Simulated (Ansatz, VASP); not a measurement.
Fe: VASP beside Ansatz

```xyz
12
Lattice="2.9294 1.6913 5.2814 -2.9294 1.6913 5.2814 0.0000 -3.3826 5.2814" Properties=species:S:1:pos:R:3 pbc="T T T"
Fe   -1.7873    1.0319    3.5505
Fe    0.0000   -2.0638    3.5505
Fe    1.7873    1.0319    3.5505
Fe    1.7873   -1.0319   12.2938
Fe   -1.7873   -1.0319   12.2938
Fe    0.0000    2.0638   12.2938
Fe   -1.1040    0.6374    5.6857
Fe    0.0000   -1.2747    5.6857
Fe    1.1040    0.6374    5.6857
Fe    1.1040   -0.6374   10.1587
Fe   -1.1040   -0.6374   10.1587
Fe    0.0000    1.2747   10.1587
```

Alike in both runs: functional PBEsol; k mesh 9 × 9 × 9; occupations gaussian, width 0.1 eV; no spin polarisation.

Ansatz relaxed the structure, and its values are those at the end. VASP's run is a single point on that final structure, the one shown.

|  | VASP | Ansatz |
| --- | --- | --- |
| version | VASP 6.6.1 | Ansatz 0.2.0 |
| potentials or method | VASP PAW PBE potentials, release 64 (Fe), cutoff 520 eV | scalar-relativistic, plane waves, PAW |
| valence electrons in the cell | 96 | 192 |

```tsv
	VASP	Ansatz	Ansatz less VASP
gap on the k mesh at the Fermi level (eV)	none	none	-
pressure (GPa)	-0.9	0.0	+0.95
rms of the force components (eV/Å)	0.027	0.001	-0.0258
```

VASP's potentials were made for PBE, not for PBEsol. A gap of «none» marks a metal or a gap that the smearing closes. The functional is the same, so the differences come from potentials, cutoffs and numerics. VASP's potentials hold 96 valence electrons a cell and Ansatz's 192, so a difference there can come from the potentials and not from the codes.
